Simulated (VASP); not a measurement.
Wanted: the native input for a VASP 6.6.1 run.

- Task: single point
- Functional: PBE
- Potentials or basis: VASP PAW PBE potentials, release 64 (La, Na_pv)
- Cutoff: 520 eV
- k mesh: 7 × 7 × 4
- Occupations: fermi-dirac, width 0.05 eV
- Spin: no spin polarisation
- Dipole correction: no
- Further INCAR settings: ALGO = Fast; EDIFF = 1e-06; NBANDS = 16

The structure of NaLa lies in POSCAR:

```
NaLa
1.0
    3.6423132764      0.0000000000      0.0000000000
   -1.8211566381      3.1543358259      0.0000000000
    0.0000000000      0.0000000000      6.4837820000
La Na
1 1
Direct
    0.3333333333      0.6666666667      0.5000000000
    0.0000000000      0.0000000000      0.0000000000
```

These files were run (other wordings do the same):

INCAR

```
ALGO = Fast
EDIFF = 1E-6
ENCUT = 520
GGA = PE
ISIF = 2
ISMEAR = -1
LASPH = T
LCHARG = F
LREAL = F
LWAVE = F
NBANDS = 16
NELM = 100
PREC = Accurate
SIGMA = 0.05
```

KPOINTS

```
k-points
0
Gamma
  7 7 4
```

Potentials or basis: VASP PAW PBE potentials, release 64 (La, Na_pv).

Launch:

```bash
$ cat potpaw_PBE.64/La/POTCAR potpaw_PBE.64/Na_pv/POTCAR > POTCAR
$ mpirun -np 1 vasp_std > vasp.out
```

It gave:

The pressure is -0.6 GPa. The band gap on the k mesh is zero (band 9 reaches 4.48 eV, above the bottom of band 10 at 3.81 eV).

Caveat: spin-orbit coupling is left out, which moves the levels of the heavy elements.

Run time: 43 s on 1 thread of Intel(R) Xeon(R) 6975P-C (Granite Rapids), with other jobs on the host, peak memory 0.21 GiB.
